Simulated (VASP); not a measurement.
# SiC (P6_3mc) in VASP: further runs

The runs below take SiC through single point, with r2SCAN.

All numbers are computed with VASP 6.6.1; they aren't measurements. Logs are shortened: lines on timing, memory, paths and dates and some standing lists are left out, and cuts for length are marked.

### 1 The cell of the first run

The structure is hexagonal, space group P6_3mc (No. 186). Conventional cell: a = 3.076 Å, b = 3.076 Å, c = 5.048 Å, α = 90.00°, β = 90.00°, γ = 120.00°. Within 2.5 Å of Si (site symmetry 3m) lie 4 C at 1.88 to 1.90 Å. C (site symmetry 3m) has 4 Si at 1.88 to 1.90 Å within 2.5 Å.

### 2 Single point, r2SCAN

Input file POSCAR:

```
SiC
1.0
    3.0758759024      0.0000000000      0.0000000000
   -1.5379379512      2.6637866703      0.0000000000
    0.0000000000      0.0000000000      5.0484060488
Si C
2 2
Direct
    0.3333333333      0.6666666667      0.0046040562
    0.6666666667      0.3333333333      0.5046040562
    0.3333333333      0.6666666667      0.3803959438
    0.6666666667      0.3333333333      0.8803959438
```

Input file INCAR.step1:

```
SYSTEM = SiC
PREC     = Accurate       ! precision mode
ENCUT    = 520            ! plane-wave cutoff, eV
ISMEAR   = 0              ! smearing method
SIGMA    = 0.05           ! smearing width, eV
LREAL    = .False.        ! projectors in reciprocal space
LASPH    = .True.         ! aspherical terms in the spheres
NELM     = 100            ! most SCF steps
NBANDS   = 16             ! bands
GGA      = PE             ! functional
ALGO     = Normal         ! electronic algorithm
EDIFF    = 1E-4           ! SCF threshold, eV
LWAVE    = .True.         ! write WAVECAR
LCHARG   = .False.        ! write CHGCAR
```

Input file INCAR.step2:

```
SYSTEM = SiC
PREC     = Accurate       ! precision mode
ENCUT    = 520            ! plane-wave cutoff, eV
EDIFF    = 1E-7           ! SCF threshold, eV
ISMEAR   = 0              ! smearing method
SIGMA    = 0.05           ! smearing width, eV
LREAL    = .False.        ! projectors in reciprocal space
LASPH    = .True.         ! aspherical terms in the spheres
NELM     = 100            ! most SCF steps
ALGO     = Normal         ! electronic algorithm
ISIF     = 2              ! what is computed and relaxed
LWAVE    = .False.        ! write WAVECAR
LCHARG   = .False.        ! write CHGCAR
METAGGA  = R2SCAN         ! meta-GGA
LMIXTAU  = .True.       
NBANDS   = 16             ! bands
ISTART   = 1
```

Input file KPOINTS:

```
regular mesh
0
Gamma
  12 12 8
  0 0 0
```

Potentials or basis: VASP PAW PBE potentials, release 64 (Si, C).

On the command line:

```sh
> cat potpaw_PBE.64/Si/POTCAR potpaw_PBE.64/C/POTCAR > POTCAR
> cp INCAR.step1 INCAR
> mpirun -np 1 vasp_std > vasp.out
> cp INCAR.step2 INCAR
> mpirun -np 1 vasp_std > vasp.out
```

OUTCAR:

```text
SYSTEM = SiC
   PREC = Accurate
   ENCUT = 520
   EDIFF = 1E-7
   ISMEAR = 0
   LREAL = .False.
   LASPH = .True.
   NELM = 100
   ISIF = 2
   METAGGA = R2SCAN
   ISTART = 1

 ion  position               nearest neighbor table
   1  0.333  0.667  0.005-   4 1.88   4 1.88   4 1.88   3 1.90   2 3.09   2 3.09   2 3.09   2 3.09
                             2 3.09   2 3.09
   2  0.667  0.333  0.505-   3 1.88   3 1.88   3 1.88   4 1.90   1 3.09   1 3.09   1 3.09   1 3.09
                             1 3.09   1 3.09
   3  0.333  0.667  0.380-   2 1.88   2 1.88   2 1.88   1 1.90
   4  0.667  0.333  0.880-   1 1.88   1 1.88   1 1.88   2 1.90

  LATTYP: Found a hexagonal cell.
 ALAT       =     3.0758759024
 C/A-ratio  =     1.6412905491

  Lattice vectors:

 A1 = (   3.0758759024,   0.0000000000,   0.0000000000)
 A2 = (  -1.5379379512,   2.6637866703,   0.0000000000)
 A3 = (   0.0000000000,   0.0000000000,   5.0484060488)

Analysis of symmetry for initial positions (statically):
=====================================================================
 Subroutine PRICEL returns:
 Original cell was already a primitive cell.

 Routine SETGRP: Setting up the symmetry group for a
 hexagonal supercell.

 Subroutine GETGRP returns: Found 12 space group operations
 (whereof  6 operations were pure point group operations)
 out of a pool of 24 trial point group operations.

The static configuration has the point symmetry C_3v.
 The point group associated with its full space group is C_6v.

Analysis of symmetry for dynamics (positions and initial velocities):
=====================================================================
 Subroutine PRICEL returns:
 Original cell was already a primitive cell.

 Routine SETGRP: Setting up the symmetry group for a
 hexagonal supercell.

 Subroutine GETGRP returns: Found 12 space group operations
 (whereof  6 operations were pure point group operations)
 out of a pool of 24 trial point group operations.

The dynamic configuration has the point symmetry C_3v.
 The point group associated with its full space group is C_6v.

 Subroutine INISYM returns: Found 12 space group operations
 (whereof  6 operations are pure point group operations),
 and found     1 'primitive' translations

----------------------------------------------------------------------------------------

                                     Primitive cell

  volume of cell :      41.3640

  direct lattice vectors                    reciprocal lattice vectors
     3.075875902  0.000000000  0.000000000     0.325110645  0.187702719  0.000000000
    -1.537937951  2.663786670  0.000000000     0.000000000  0.375405437  0.000000000
     0.000000000  0.000000000  5.048406049     0.000000000  0.000000000  0.198082323

  length of vectors
     3.075875902  3.075875902  5.048406049     0.375405437  0.375405437  0.198082323

  position of ions in fractional coordinates (direct lattice)
     0.333333333  0.666666667  0.004604056
     0.666666667  0.333333333  0.504604056
     0.333333333  0.666666667  0.380395944
     0.666666667  0.333333333  0.880395944

  ion indices of the primitive-cell ions
   primitive index   ion index
                 1           1
                 2           2
                 3           3
                 4           4

----------------------------------------------------------------------------------------

 KPOINTS: regular mesh

Automatic generation of k-mesh.
 Grid dimensions read from file:
 generate k-points for:   12   12    8

 Generating k-lattice:

  Cartesian coordinates                     Fractional coordinates (reciprocal lattice)
     0.027092554  0.015641893  0.000000000     0.083333333 -0.000000000  0.000000000
     0.000000000  0.031283786  0.000000000     0.000000000  0.083333333  0.000000000
     0.000000000  0.000000000  0.024760290     0.000000000  0.000000000  0.125000000

  Length of vectors
     0.031283786  0.031283786  0.024760290

  Shift w.r.t. Gamma in fractional coordinates (k-lattice)
     0.000000000  0.000000000  0.000000000

 Subroutine IBZKPT returns following result:
 ===========================================

 Found     95 irreducible k-points:

 Following reciprocal coordinates:
            Coordinates               Weight
  0.000000  0.000000  0.000000      1.000000
  0.083333  0.000000  0.000000      6.000000
  0.166667  0.000000  0.000000      6.000000
  0.250000  0.000000  0.000000      6.000000
  0.333333 -0.000000  0.000000      6.000000
  0.416667 -0.000000  0.000000      6.000000
[... 16 lines left out ...]
  0.250000  0.000000  0.125000     12.000000
  0.333333 -0.000000  0.125000     12.000000
 [... further k-points ...]
   k-points           NKPTS =     95   k-points in BZ     NKDIM =     95   number of bands    NBANDS=     16
   number of dos      NEDOS =    301   number of ions     NIONS =      4
   total plane-waves  NPLWV =  23040
   dimension x,y,z NGX =    24 NGY =   24 NGZ =   40
   dimension x,y,z NGXF=    48 NGYF=   48 NGZF=   80
   ions per type =               2   2
   NGX,Y,Z   is equivalent  to a cutoff of  12.97, 12.97, 13.17 a.u.
   NGXF,Y,Z  is equivalent  to a cutoff of  25.94, 25.94, 26.34 a.u.
 SYSTEM =  SiC
   PREC   = accura    normal or accurate (medium, high low for compatibility)
   ISTART =      1    job   : 0-new  1-cont  2-samecut
   ICHARG =      0    charge: 1-file 2-atom 10-const
   ISPIN  =      1    spin polarized calculation?
   LNONCOLLINEAR =      F non collinear calculations
   LSORBIT =      F    spin-orbit coupling
   LASPH  =      T    aspherical Exc in radial PAW
   ENCUT  =  520.0 eV  38.22 Ry    6.18 a.u.   5.72  5.72  9.39*2*pi/ulx,y,z
   NELM   =    100;   NELMIN=  2; NELMDL=  0     # of ELM steps
   EDIFF  = 0.1E-06   stopping-criterion for ELM
   LREAL  =      F    real-space projection
   EDIFFG = 0.1E-05   stopping-criterion for IOM
   NSW    =      0    number of steps for IOM
   IBRION =     -1    ionic relax: 0-MD 1-quasi-New 2-CG
   NFREE  =      0    steps in history (QN), initial steepest desc. (CG)
   ISIF   =      2    stress and relaxation
   ISYM   =      2    0-nonsym 1-usesym 2-fastsym
   POTIM  = 0.5000    time-step for ionic-motion
   TEBEG  =    0.0;   TEEND  =   0.0 temperature during run
   PSTRESS=    0.0 pullay stress
   NELECT =      16.0000    total number of electrons
   NUPDOWN=      -1.0000    fix difference up-down
   EMIN   =  10.00;   EMAX   =-10.00  energy-range for DOS
   EFERMI =   0.00;   METHOD = LEGACY
   ISMEAR =     0;   SIGMA  =   0.05  broadening in eV -4-tet -1-fermi 0-gaus
   EFERMI_NEDOS =   21; number of points for ismear=-14 and -15
   IALGO  =     38    algorithm
   IMIX   =      4    mixing-type and parameters
     AMIX     =   0.40;   BMIX     =  1.00
     AMIX_MAG =   1.60;   BMIX_MAG =  1.00
  volume/ion in A,a.u.               =      10.34        69.78
  Fermi-wavevector in a.u.,A,eV,Ry     =   1.192817  2.254098 19.358552  1.422813
  Thomas-Fermi vector in A             =   2.328847
   LORBIT       =      0    0 simple, 1 ext, 2 COOP (PROOUT), +10 PAW based schemes
   METAGGA = R2SCAN    functional components
   LHFCALC =     F    Hartree Fock is set to
   AEXX    =    0.0000 exact exchange contribution
   IVDW    =     0    specifies the selected vdW correction
   LEPSILON=     F    determine dielectric tensor
   LRPA    =     F    only Hartree local field effects (RPA)
 non-spin polarized calculation
 Gauss-broadening in eV      SIGMA  =   0.05
  energy-cutoff  :      520.00
  volume of cell :       41.36
 maximum number of plane-waves:      1132
 NGX is ok and might be reduce to    24
   NGX = 11   NGY = 11   NGZ = 19

 number of electron      15.9999999 magnetization

 Free energy of the ion-electron system (eV)
  ---------------------------------------------------
  ext. energy  EPLUGINS =         0.00000000
  ---------------------------------------------------
  free energy    TOTEN  =       -38.63788953 eV

  energy without entropy =      -38.63788953  energy(sigma->0) =      -38.63788953

 E-fermi :   8.4074     XC(G=0): -11.9273

 val. band max:        8.1412711146   @ k =   0.0000   0.0000   0.0000
 cond. band min:      10.8006022781   @ k =   0.3333   0.3333   0.0000
 fundamental gap:      2.6593311634
 Fermi energy:         8.4074068707

 k-point     1 :       0.0000    0.0000    0.0000
  band No.  band energies     occupation
      1      -8.2104      2.00000
      2      -4.5834      2.00000
      3      -0.8487      2.00000
      4       6.7553      2.00000
      5       6.7553      2.00000
      6       8.0279      2.00000
[... 8 lines left out ...]
     15      17.7176      0.00000
     16      20.1692      0.00000

 k-point     2 :       0.0833    0.0000    0.0000
  band No.  band energies     occupation
      1      -8.0855      2.00000
      2      -4.4782      2.00000
      3      -0.7335      2.00000
      4       6.0569      2.00000
      5       6.5364      2.00000
      6       7.6581      2.00000
[... 8 lines left out ...]
     15      18.0435      0.00000
     16      19.1932      0.00000

 k-point     3 :       0.1667    0.0000    0.0000
  band No.  band energies     occupation
      1      -7.7145      2.00000
      2      -4.1727      2.00000
      3      -0.3976      2.00000
      4       4.5248      2.00000
      5       6.0398      2.00000
      6       6.4905      2.00000
[... 8 lines left out ...]
     15      18.3811      0.00000
     16      18.7325      0.00000
[... 362 lines left out ...]
 k-point    23 :       0.2500    0.0000    0.1250
  band No.  band energies     occupation
      1      -7.0332      2.00000
      2      -3.9904      2.00000
      3       0.4589      2.00000
      4       2.9726      2.00000
      5       4.8001      2.00000
      6       5.5569      2.00000
[... 8 lines left out ...]
     15      19.4898      0.00000
     16      19.6806      0.00000

 k-point    24 :       0.3333   -0.0000    0.1250
  band No.  band energies     occupation
      1      -6.2297      2.00000
      2      -3.4415      2.00000
      3       0.5048      2.00000
      4       2.0720      2.00000
      5       3.3154      2.00000
      6       5.1114      2.00000
[... 8 lines left out ...]
     15      20.1473      0.00000
     16      21.2116      0.00000

 [... further k-points ...]

------------------------ aborting loop because EDIFF is reached ----------------------------------------

  FORCE on cell =-STRESS in cart. coord.  units (eV):
  Direction    XX          YY          ZZ          XY          YZ          ZX
  --------------------------------------------------------------------------------------
  -------------------------------------------------------------------------------------
  Total       -0.0802632     -0.0802632     -0.0514494      0.0000000      0.0000000      0.0000000
  in kB       -3.1088823     -3.1088823     -1.9928201      0.0000000      0.0000000      0.0000000
  external PRESSURE =      -2.7368615 kB  Pullay stress =       0.0000000 kB

 VOLUME and BASIS-vectors are now :
 -----------------------------------------------------------------------------
  energy-cutoff  :      520.00
  volume of cell :       41.36
      direct lattice vectors                 reciprocal lattice vectors
     3.075875902  0.000000000  0.000000000     0.325110645  0.187702719  0.000000000
    -1.537937951  2.663786670  0.000000000     0.000000000  0.375405437  0.000000000
     0.000000000  0.000000000  5.048406049     0.000000000  0.000000000  0.198082323

 POSITION                                       TOTAL-FORCE (eV/Angst)
 -----------------------------------------------------------------------------------
     -0.00000      1.77586      0.02324        -0.000000      0.000000     -0.002362
      1.53794      0.88793      2.54745         0.000000     -0.000000     -0.002362
     -0.00000      1.77586      1.92039         0.000000     -0.000000      0.002362
      1.53794      0.88793      4.44460        -0.000000      0.000000      0.002362
 -----------------------------------------------------------------------------------
    total drift:                               -0.000000     -0.000000     -0.000113

  FREE ENERGIE OF THE ION-ELECTRON SYSTEM (eV)
  ---------------------------------------------------
  free  energy   TOTEN  =       -38.6378895258 eV

  energy  without entropy=      -38.6378895258  energy(sigma->0) =      -38.63788953
```

Wall time 94 s (1 thread of Intel Xeon 6975P-C (Granite Rapids), shared host); peak memory 0.19 GiB.

What came out:

```yaml
Free_energy: -38.6379 eV
Pressure: -0.3 GPa
Band_gap_on_the_k_mesh: 2.66 eV, indirect (least direct gap 4.48 eV)
```

Forces on the atoms (eV/Å):
```
Si   0.000  0.000 -0.002
Si   0.000  0.000 -0.002
C    0.000  0.000  0.002
C    0.000  0.000  0.002
```

Levels at points of the mesh, in eV from the valence-band top:
| k point | band 6 | band 7 | band 8 | band 9 | band 10 | band 11 |
| --- | --- | --- | --- | --- | --- | --- |
| (0.00, 0.00, 0.00) | -0.11 | 0.00 | 0.00 | 5.37 | 6.77 | 7.19 |
| (0.50, 0.00, 0.00) | -3.48 | -3.36 | -1.26 | 3.23 | 4.66 | 7.46 |
| (0.00, 0.00, 0.50) | -0.75 | -0.75 | -0.75 | 6.49 | 6.49 | 7.89 |
| (0.50, 0.00, 0.50) | -2.56 | -2.44 | -2.44 | 3.72 | 3.72 | 5.79 |

Caveat: the PAW data sets were made with another functional, which shifts forces and pressure a little. A k mesh can miss the band edges.

### 3 Single point, r2SCAN

POSCAR is that of step 2.

Input file INCAR.step1:

```
PREC     = Accurate       # precision mode
ENCUT    = 520            # plane-wave cutoff, eV
ISMEAR   = 0              # smearing method
SIGMA    = 0.05           # smearing width, eV
LREAL    = False          # projectors in reciprocal space
LASPH    = True           # aspherical terms in the spheres
NELM     = 80             # most SCF steps
NBANDS   = 16             # bands
GGA      = PE             # functional
ALGO     = Normal         # electronic algorithm
EDIFF    = 1E-4           # SCF threshold, eV
LWAVE    = True           # write WAVECAR
LCHARG   = False          # write CHGCAR
```

Input file INCAR.step2:

```
PREC     = Accurate       # precision mode
ENCUT    = 520            # plane-wave cutoff, eV
EDIFF    = 1E-7           # SCF threshold, eV
ISMEAR   = 0              # smearing method
SIGMA    = 0.05           # smearing width, eV
LREAL    = False          # projectors in reciprocal space
LASPH    = True           # aspherical terms in the spheres
NELM     = 80             # most SCF steps
ALGO     = Normal         # electronic algorithm
ISIF     = 2              # what is computed and relaxed
LWAVE    = False          # write WAVECAR
LCHARG   = False          # write CHGCAR
METAGGA  = R2SCAN         # meta-GGA
LMIXTAU  = True         
NBANDS   = 16             # bands
ISTART   = 1
```

Input file KPOINTS:

```
regular mesh
0
Gamma
  12 12 8
```

Potentials or basis: VASP PAW PBE potentials, release 64 (Si, C).

On the command line:

```sh
> cat potpaw_PBE.64/Si/POTCAR potpaw_PBE.64/C/POTCAR > POTCAR
> cp INCAR.step1 INCAR
> mpirun -np 1 vasp_std > vasp.out
> cp INCAR.step2 INCAR
> mpirun -np 1 vasp_std > vasp.out
```

It took 95 s on 1 thread of Intel Xeon 6975P-C (Granite Rapids), shared host; peak memory 0.19 GiB.

Results (log left out):

| Quantity | Value |
| --- | --- |
| Free energy | -38.6379 eV |
| Pressure | -0.3 GPa |
| Band gap on the k mesh | 2.66 eV, indirect (least direct gap 4.48 eV) |

Forces in eV/Å, atoms in the order of the input:
```
Si   0.000  0.000 -0.002
Si   0.000  0.000 -0.002
C    0.000  0.000  0.002
C    0.000  0.000  0.002
```

Stress tensor (GPa, compression positive):
```
-0.31  0.00  0.00
 0.00 -0.31  0.00
 0.00  0.00 -0.20
```

Levels at points of the mesh, in eV from the valence-band top:
```tsv
k point	band 5	band 6	band 7	band 8	band 9	band 10	band 11	band 12
(0.00, 0.00, 0.00)	-1.39	-0.11	0.00	0.00	5.37	6.77	7.19	7.19
(0.50, 0.00, 0.00)	-5.62	-3.48	-3.36	-1.26	3.23	4.66	7.46	7.64
(0.00, 0.00, 0.50)	-0.75	-0.75	-0.75	-0.75	6.49	6.49	7.89	7.89
(0.50, 0.00, 0.50)	-2.56	-2.56	-2.44	-2.44	3.72	3.72	5.79	5.79
```

Caveat: the PAW data sets were made with another functional, which shifts forces and pressure a little. A k mesh can miss the band edges.
